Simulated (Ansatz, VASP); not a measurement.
**One calculation of Hf, two programs**

The input INCAR:

```
PREC = Accurate
ENCUT = 520
EDIFF = 1E-7
ISMEAR = -1
SIGMA = 0.08
LREAL = F
LASPH = T
NELM = 60
ALGO = Normal
ISIF = 2
LWAVE = F
LCHARG = F
GGA = PE
NBANDS = 11
```

File KPOINTS:

```
regular mesh
0
Gamma
  16 16 16
```

File POSCAR:

```
Hf
1.0
   -1.7853448643      1.7853448643      1.7853448643
    1.7853448643     -1.7853448643      1.7853448643
    1.7853448643      1.7853448643     -1.7853448643
Hf
1
Direct
    0.0000000000      0.0000000000      0.0000000000
```

Input for Ansatz:

```yaml
crystal:
  lattice:
    - [-1.7853448643, 1.7853448643, 1.7853448643]
    - [1.7853448643, -1.7853448643, 1.7853448643]
    - [1.7853448643, 1.7853448643, -1.7853448643]
  atoms:
    - { symbol: Hf, position: [0.0, 0.0, 0.0] }
kpoints:
  mp_grid: { grid: [16, 16, 16] }
scf:
  occupations: { method: fermi_dirac, width: 0.08 }
hamiltonian:
  xc: pbe
  pseudopotentials: { kind: all_electron, lapw: { basis_error: 0.0005 } }
output:
  forces: true
  stress: true
  eigenvalues: true
```

Change from the starting cell: volume scaled by 1.02.

Alike in both runs: task single point; functional PBE; k mesh 16 × 16 × 16; occupations fermi-dirac, width 0.08 eV; no spin polarisation.

|  | VASP | Ansatz |
| --- | --- | --- |
| version | VASP 6.6.1 | Ansatz 0.2.0 |
| potentials or method | VASP PAW PBE potentials, release 64 (Hf_pv), cutoff 520 eV | all-electron LAPW, scalar-relativistic |

|  | VASP | Ansatz | Ansatz less VASP |
| --- | --- | --- | --- |
| pressure (GPa) | -2.2 | -1.9 | +0.36 |

Ansatz ran all-electron here, and VASP with PAW potentials.

Neither program's run includes spin-orbit coupling.
